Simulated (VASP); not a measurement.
# GdO (F-43m) in VASP: further runs, part 2 of 2

VASP 6.6.1. The steps go on from the part before.

**3. Single point, PBEsol-based global hybrid with 25 % exact exchange, collinear spin, ferromagnetic start**

Contents of POSCAR:

```
GdO
1.0
    0.0000000000      2.7000000000      2.7000000000
    2.7000000000      0.0000000000      2.7000000000
    2.7000000000      2.7000000000      0.0000000000
Gd O
1 1
Direct
    0.0000000000      0.0000000000      0.0000000000
    0.2500000000      0.2500000000      0.2500000000
```

Contents of INCAR.step1:

```
SYSTEM = GdO
PREC = Accurate
ENCUT = 520
EDIFF = 1E-5
ISMEAR = -1
SIGMA = 0.05
LREAL = .FALSE.
LASPH = .TRUE.
NELM = 150
ALGO = Normal
ISIF = 2
LWAVE = .TRUE.
LCHARG = .FALSE.
ISPIN = 2
MAGMOM = 7 0
LORBIT = 11
LMAXMIX = 6
GGA = PE
NBANDS = 23
KPAR = 4
```

Contents of INCAR.step2:

```
SYSTEM = GdO
PREC = Accurate
ENCUT = 520
EDIFF = 1E-6
ISMEAR = -1
SIGMA = 0.05
LREAL = .FALSE.
LASPH = .TRUE.
NELM = 150
ALGO = Normal
ISIF = 2
LWAVE = .FALSE.
LCHARG = .FALSE.
ISPIN = 2
MAGMOM = 7 0
LORBIT = 11
LMAXMIX = 6
GGA = PS
LHFCALC = .TRUE.
AEXX = 0.25
PRECFOCK = Normal
ISTART = 1
NBANDS = 23
KPAR = 4
```

Contents of KPOINTS:

```
regular mesh
0
G
  5 5 5
  0 0 0
```

Potentials or basis: VASP PAW PBE potentials, release 64 (Gd, O).

Run with:

```
> cat potpaw_PBE.64/Gd/POTCAR potpaw_PBE.64/O/POTCAR > POTCAR
> cp INCAR.step1 INCAR
> mpirun -np 4 vasp_std > vasp.out
> cp INCAR.step2 INCAR
> mpirun -np 4 vasp_std > vasp.out
```

OUTCAR:

```text
SYSTEM = GdO
   PREC = Accurate
   ENCUT = 520
   EDIFF = 1E-6
   ISMEAR = -1
   LREAL = .FALSE.
   LASPH = .TRUE.
   NELM = 150
   ISIF = 2
   ISPIN = 2
   LORBIT = 11
   GGA = PS
   LHFCALC = .TRUE.
   AEXX = 0.25
   PRECFOCK = Normal
   ISTART = 1

 ion  position               nearest neighbor table
   1  0.000  0.000  0.000-   2 2.34   2 2.34   2 2.34   2 2.34
   2  0.250  0.250  0.250-   1 2.34   1 2.34   1 2.34   1 2.34

  LATTYP: Found a face centered cubic cell.
 ALAT       =     5.4000000000

  Lattice vectors:

 A1 = (   0.0000000000,   2.7000000000,   2.7000000000)
 A2 = (   2.7000000000,   0.0000000000,   2.7000000000)
 A3 = (   2.7000000000,   2.7000000000,   0.0000000000)

Analysis of symmetry for initial positions (statically):
=====================================================================
 Subroutine PRICEL returns:
 Original cell was already a primitive cell.

 Routine SETGRP: Setting up the symmetry group for a
 face centered cubic supercell.

 Subroutine GETGRP returns: Found 24 space group operations
 (whereof 24 operations were pure point group operations)
 out of a pool of 48 trial point group operations.

The static configuration has the point symmetry T_d .

Analysis of symmetry for dynamics (positions and initial velocities):
=====================================================================
 Subroutine PRICEL returns:
 Original cell was already a primitive cell.

 Routine SETGRP: Setting up the symmetry group for a
 face centered cubic supercell.

 Subroutine GETGRP returns: Found 24 space group operations
 (whereof 24 operations were pure point group operations)
 out of a pool of 48 trial point group operations.

The dynamic configuration has the point symmetry T_d .

Analysis of structural, dynamic, and magnetic symmetry:
=====================================================================
 Subroutine PRICEL returns:
 Original cell was already a primitive cell.

 Routine SETGRP: Setting up the symmetry group for a
 face centered cubic supercell.

 Subroutine GETGRP returns: Found 24 space group operations
 (whereof 24 operations were pure point group operations)
 out of a pool of 48 trial point group operations.

The overall configuration has the point symmetry T_d .

 Subroutine INISYM returns: Found 24 space group operations
 (whereof 24 operations are pure point group operations),
 and found     1 'primitive' translations

----------------------------------------------------------------------------------------

                                     Primitive cell

  volume of cell :      39.3660

  direct lattice vectors                    reciprocal lattice vectors
     0.000000000  2.700000000  2.700000000    -0.185185185  0.185185185  0.185185185
     2.700000000  0.000000000  2.700000000     0.185185185 -0.185185185  0.185185185
[... 64 lines left out ...]
   ISPIN  =      2    spin polarized calculation?
   LNONCOLLINEAR =      F non collinear calculations
   LSORBIT =      F    spin-orbit coupling
   LASPH  =      T    aspherical Exc in radial PAW
   ENCUT  =  520.0 eV  38.22 Ry    6.18 a.u.   7.10  7.10  7.10*2*pi/ulx,y,z
   NELM   =    150;   NELMIN=  2; NELMDL=  0     # of ELM steps
   EDIFF  = 0.1E-05   stopping-criterion for ELM
   LREAL  =      F    real-space projection
   EDIFFG = 0.1E-04   stopping-criterion for IOM
   NSW    =      0    number of steps for IOM
   IBRION =     -1    ionic relax: 0-MD 1-quasi-New 2-CG
   NFREE  =      0    steps in history (QN), initial steepest desc. (CG)
   ISIF   =      2    stress and relaxation
   ISYM   =      3    0-nonsym 1-usesym 2-fastsym
   POTIM  = 0.5000    time-step for ionic-motion
   TEBEG  =    0.0;   TEEND  =   0.0 temperature during run
   PSTRESS=    0.0 pullay stress
   NELECT =      24.0000    total number of electrons
   NUPDOWN=      -1.0000    fix difference up-down
   EMIN   =  10.00;   EMAX   =-10.00  energy-range for DOS
   EFERMI =   0.00;   METHOD = LEGACY
   ISMEAR =    -1;   SIGMA  =   0.05  broadening in eV -4-tet -1-fermi 0-gaus
   EFERMI_NEDOS =   21; number of points for ismear=-14 and -15
   IALGO  =     38    algorithm
   IMIX   =      1    mixing-type and parameters
     AMIX     =   0.40;   BMIX     =  1.00
     AMIX_MAG =   1.60;   BMIX_MAG =  1.00
  volume/ion in A,a.u.               =      19.68       132.83
  Fermi-wavevector in a.u.,A,eV,Ry     =   1.388156  2.623234 26.218100  1.926976
  Thomas-Fermi vector in A             =   2.512309
   LORBIT       =     11    0 simple, 1 ext, 2 COOP (PROOUT), +10 PAW based schemes
   GGA     = PS    functional components
   LHFCALC =     T    Hartree Fock is set to
   PRECFOCK=normal    Normal, Fast or Accurate (Low or Medium for compatibility)
   ENCUT4O =  -1.0   cutoff for four orbital integrals eV
   NKREDX  =     1    reduce k-point grid by
   NKREDY  =     1    reduce k-point grid by
   NKREDZ  =     1    reduce k-point grid by
   AEXX    =    0.2500 exact exchange contribution
   HFSCREEN=    0.0000 screening length (either q_TF or 0.3 A-1)
   HFSCREENC=   0.0000 screening length for correlation (either q_TF or 0.3 A-1)
   ENCUTFOCK=  -1.0 apply spherical cutoff to Coloumb kernel
   IVDW    =     0    specifies the selected vdW correction
   LEPSILON=     F    determine dielectric tensor
   LRPA    =     F    only Hartree local field effects (RPA)
 spin polarized calculation
  energy-cutoff  :      520.00
  volume of cell :       39.37
 maximum number of plane-waves:      1073
  NGX = 24; NGY = 24; NGZ = 24

 number of electron      23.9999990 magnetization       7.9848133

 Free energy of the ion-electron system (eV)
  ---------------------------------------------------
  ext. energy  EPLUGINS =         0.00000000
  ---------------------------------------------------
  free energy    TOTEN  =       -38.88087050 eV

  energy without entropy =      -38.87961226  energy(sigma->0) =      -38.88024138

 E-fermi :   3.5087     XC(G=0):  -8.1021

 val. band max:        3.4101750479   @ k =   0.4000   0.0000   0.0000
 cond. band min:       4.6927538588   @ k =   0.2000   0.0000   0.0000
 fundamental gap:      1.2825788109
 Fermi energy:         3.5086806855

 spin component 1

 k-point     1 :       0.0000    0.0000    0.0000
  band No.  band energies     occupation
      1     -45.5462      1.00000
      2     -21.4783      1.00000
      3     -21.4783      1.00000
      4     -21.4783      1.00000
      5     -18.3404      1.00000
      6      -5.1371      1.00000
[... 249 lines left out ...]
     22      13.5694      0.00000
     23      14.9200      0.00000
 Fermi energy:         3.5086806855

 spin component 2

 k-point     1 :       0.0000    0.0000    0.0000
  band No.  band energies     occupation
      1     -42.0474      1.00000
      2     -18.8111      1.00000
      3     -18.8111      1.00000
      4     -18.8111      1.00000
      5     -18.1800      1.00000
      6      -3.0345      1.00000
[... 249 lines left out ...]
     22      15.0359      0.00000
     23      16.4902      0.00000

------------------------ aborting loop because EDIFF is reached ----------------------------------------

  FORCE on cell =-STRESS in cart. coord.  units (eV):
  Direction    XX          YY          ZZ          XY          YZ          ZX
  --------------------------------------------------------------------------------------
  -------------------------------------------------------------------------------------
  Total       -1.1890761     -1.1890761     -1.1890761     -0.0000000      0.0000000     -0.0000000
  in kB      -48.3948272    -48.3948272    -48.3948272     -0.0000000      0.0000000     -0.0000000
  external PRESSURE =     -48.3948272 kB  Pullay stress =       0.0000000 kB

 VOLUME and BASIS-vectors are now :
 -----------------------------------------------------------------------------
  energy-cutoff  :      520.00
  volume of cell :       39.37
      direct lattice vectors                 reciprocal lattice vectors
     0.000000000  2.700000000  2.700000000    -0.185185185  0.185185185  0.185185185
     2.700000000  0.000000000  2.700000000     0.185185185 -0.185185185  0.185185185
     2.700000000  2.700000000  0.000000000     0.185185185  0.185185185 -0.185185185

 POSITION                                       TOTAL-FORCE (eV/Angst)
 -----------------------------------------------------------------------------------
      0.00000      0.00000      0.00000         0.000000      0.000000      0.000000
      1.35000      1.35000      1.35000        -0.000000     -0.000000     -0.000000
 -----------------------------------------------------------------------------------
    total drift:                                0.000010      0.000000      0.000006

  FREE ENERGIE OF THE ION-ELECTRON SYSTEM (eV)
  ---------------------------------------------------
  free  energy   TOTEN  =       -38.8808705008 eV

  energy  without entropy=      -38.8796122573  energy(sigma->0) =      -38.88024138

 total charge

# of ion       s       p       d       f       tot
--------------------------------------------------
    1        2.029   5.652   0.468   6.976  15.125
    2        1.565   3.460   0.000   0.000   5.025
--------------------------------------------------
tot          3.594   9.112   0.468   6.976  20.150

 magnetization (x)

# of ion       s       p       d       f       tot
--------------------------------------------------
    1        0.008  -0.034   0.191   6.913   7.077
    2        0.007   0.013   0.000   0.000   0.020
--------------------------------------------------
tot          0.015  -0.021   0.191   6.913   7.098
```

Run time: 46 min. Hardware: 4 MPI ranks of Oxide Virtual Turin-like, shared host; peak memory 0.18 GiB.

Results:

```
Free energy                                           : -38.8809 eV
Pressure                                              : -4.8 GPa
Band gap on the k mesh                                : zero (filled and empty bands overlap)
Net moment                                            : 7.98 μB per cell
Site moments                                          : Gd +7.08; O +0.02 μB
Valence electrons inside the program's atomic spheres : Gd 15.12; O 5.03
```

Caveat: the k points lie up to 0.40 Å⁻¹ apart; the PAW data sets were made with another functional, which shifts forces and pressure a little; spin-orbit coupling is left out, which moves the levels of the heavy elements; a cell with one magnetic atom can't hold antiferromagnetic order, which such compounds often take.
